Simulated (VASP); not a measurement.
Crystal: Be2SO3.

```xyz
6
Lattice="4.2008 0.0000 0.0000 -2.1004 3.6380 0.0000 0.0000 0.0000 4.2664" Properties=species:S:1:pos:R:3 pbc="T T T"
Be    0.0000    2.4253    2.1332
Be    2.1004    1.2127    2.1332
S     0.0000    0.0000    0.0000
O     2.1004    0.0000    0.0000
O    -1.0502    1.8190    0.0000
O     1.0502    1.8190    0.0000
```

The cell was built from a structure type or drawn by symmetry, and may not be a known phase.

| Item | Value |
| --- | --- |
| Program | VASP 6.6.1 |
| Task | relaxation of cell and atoms |
| Functional | PBE |
| Potentials or basis | VASP PAW PBE potentials, release 64 (Be, S, O) |
| Cutoff | 600 eV |
| k mesh | 6 × 6 × 4 |
| Occupations | gaussian, width 0.1 eV |
| Spin | collinear spin, ferromagnetic start |
| Starting moments | [0.0, 0.0, 0.0, 1.0, 1.0, 1.0] μB |

At the start: pressure 2.2 GPa; volume 10.87 Å³/atom.

Q: How do energy, volume and symmetry change on relaxing?

A: Over 13 steps the energy falls by 2026.6 meV/atom and the volume is 8.19 Å³/atom (-24.6 %); space group P6/mmm (No. 191, to 0.1 Å) before and after; moment 0.00 μB per cell.

Step by step:
```csv
step,energy change (eV),largest force (eV/Å),pressure (GPa),volume (Å³)
1,0.0000,0.0000,2.25,65.20
2,-2.5406,0.0000,-8.09,66.02
3,-11.1471,0.0000,-22.69,59.72
4,-10.6273,0.0000,-26.77,62.42
5,-11.0392,0.0000,-25.59,61.18
6,-11.3635,0.0000,-1.86,51.19
7,-11.5981,0.0000,-13.34,54.90
8,-12.0641,0.0000,-5.16,51.16
9,-12.1549,0.0000,0.99,49.06
10,-12.1554,0.0000,2.27,48.69
11,-12.1561,0.0000,1.73,48.85
12,-12.1594,0.0000,0.14,49.25
13,-12.1597,0.0000,0.45,49.16
```

Final structure:
```
Be S O
1.0
     4.78319    0.00000    0.00000
    -2.39160    4.14236    0.00000
     0.00000    0.00000    2.48118
Be S O
2 1 3
Direct
  0.33333 0.66667 0.50000
  0.66667 0.33333 0.50000
  0.00000 0.00000 0.00000
  0.50000 0.00000 0.00000
  0.00000 0.50000 0.00000
  0.50000 0.50000 0.00000
```

Caveat: the k points lie up to 0.63 Å⁻¹ apart in the final cell, too coarse for converged energies and pressures of a metal; the volume moved by over 15 % at a fixed basis, so the end points are rough.
